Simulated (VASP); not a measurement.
Wanted: the native input for a VASP 6.6.1 run.

| Quantity | Value |
| --- | --- |
| Task | relaxation of cell and atoms |
| Functional | r2SCAN |
| Potentials or basis | VASP PAW PBE potentials, release 64 (Nb_sv, H) |
| Cutoff | 600 eV |
| k mesh | 6 × 6 × 4 |
| Occupations | gaussian, width 0.1 eV |
| Spin | no spin polarisation |
| Dipole correction | no |
| Further INCAR settings | ALGO = Normal; EDIFF = 1e-06; IBRION = 2; EDIFFG = -0.04; NSW = 90; ISIF = 3 |

Crystal: Nb2H3.

```
Nb H
1.0
     3.30916    0.00000    0.00000
    -1.65458    2.86582    0.00000
     0.00000    0.00000    5.14852
Nb H
2 3
Cartesian
  0.0000 1.9105 1.2614
  1.6546 0.9553 3.8871
  0.0000 0.0000 0.0000
  0.0000 1.9105 3.3208
  1.6546 0.9553 1.8277
```

The input as run:

POSCAR

```
Nb2H3
1.0
    3.3091608084      0.0000000000      0.0000000000
   -1.6545804042      2.8658173252      0.0000000000
    0.0000000000      0.0000000000      5.1485166892
Nb H
2 3
Direct
    0.3333333333      0.6666666667      0.2450000000
    0.6666666667      0.3333333333      0.7550000000
    0.0000000000      0.0000000000      0.0000000000
    0.3333333333      0.6666666667      0.6450000000
    0.6666666667      0.3333333333      0.3550000000
```

INCAR.step1

```
  PREC = Accurate
  ENCUT = 600
  ISMEAR = 0
  SIGMA = 0.1
  LREAL = F
  LASPH = T
  NELM = 80
  GGA = PE
  ALGO = Normal
  EDIFF = 1E-4
  LWAVE = T
  LCHARG = F
```

INCAR.step2

```
  PREC = Accurate
  ENCUT = 600
  EDIFF = 1E-6
  ISMEAR = 0
  SIGMA = 0.1
  LREAL = F
  LASPH = T
  NELM = 80
  ALGO = Normal
  ISIF = 3
  LWAVE = F
  LCHARG = F
  METAGGA = R2SCAN
  LMIXTAU = T
  IBRION = 2
  NSW = 90
  EDIFFG = -0.04
  ISTART = 1
```

KPOINTS

```
regular mesh
0
Gamma
  6 6 4
```

Potentials or basis: VASP PAW PBE potentials, release 64 (Nb_sv, H).

Launch:

```console
$ cat potpaw_PBE.64/Nb_sv/POTCAR potpaw_PBE.64/H/POTCAR > POTCAR
$ cp INCAR.step1 INCAR
$ mpirun -np 1 vasp_std > vasp.out
$ cp INCAR.step2 INCAR
$ mpirun -np 1 vasp_std > vasp.out
```

It gave:

```
Relaxed volume                        : 8.74 Å³/atom
Relaxed cell                          : a = 3.063 Å, b = 3.063 Å, c = 5.376 Å, α = 90.00°, β = 90.00°, γ = 120.00°
Space group after relaxing (to 0.1 Å) : P-3m1 (No. 164)
Energy gained by relaxing             : 102.0 meV/atom
Ionic steps                           : 17
Pressure after relaxing               : 0.1 GPa
Largest force after relaxing          : 0.034 eV/Å
Band gap on the k mesh                : zero (an odd number of electrons rules out a gap without spin polarisation)
```

Caveat: the k points lie up to 0.39 Å⁻¹ apart in the final cell, too coarse for converged energies and pressures of a metal; the PAW data sets were made with another functional, which shifts forces and pressure a little.

It took 14 min on 1 thread of Intel(R) Xeon(R) 6975P-C (Granite Rapids) (shared host), peak memory 0.22 GiB.
